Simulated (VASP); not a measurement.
A run of VASP 6.6.1 is set up as follows.

INCAR

```
SYSTEM = Pd
  PREC = Accurate
  ENCUT = 520
  EDIFF = 1E-7
  ISMEAR = -1
  SIGMA = 0.05
  LREAL = .False.
  LASPH = .True.
  NELM = 150
  ALGO = Normal
  ISIF = 2
  LWAVE = .False.
  LCHARG = .False.
  ISPIN = 2
  MAGMOM = 0.35 0.35 0.354 0.354
  LORBIT = 11
  LMAXMIX = 4
  GGA = PE
  NBANDS = 32
```

File KPOINTS:

```
regular mesh
0
Gamma
  15 15 4
  0 0 0
```

File POSCAR:

```
Pd
1.0
    2.8858172241      0.0000000000      0.0000000000
   -1.4429086121      2.4991910268      0.0000000000
    0.0000000000      0.0000000000      9.5440664257
Pd
4
Direct
    0.0000000000      1.0000000000      0.0000000000
    1.0000000000      1.0000000000      0.5000000000
    0.3333333333      0.6666666667      0.2500000000
    0.6666666667      0.3333333333      0.7500000000
```

Potentials or basis: VASP PAW PBE potentials, release 64 (Pd).

The run is started by

```console
$ cat potpaw_PBE.64/Pd/POTCAR > POTCAR
$ mpirun -np 1 vasp_std > vasp.out
```

Problem. Estimate the net moment.

Solution. 1.47 μB per cell.

Problem. What does it give for the site moments?

Solution. Pd +0.37, +0.38 μB.

Problem. Predict the pressure.

Solution. -13.7 GPa.

Stress tensor (GPa, compression positive):
```
-13.62   0.00   0.00
  0.00 -13.62   0.00
  0.00   0.00 -13.96
```
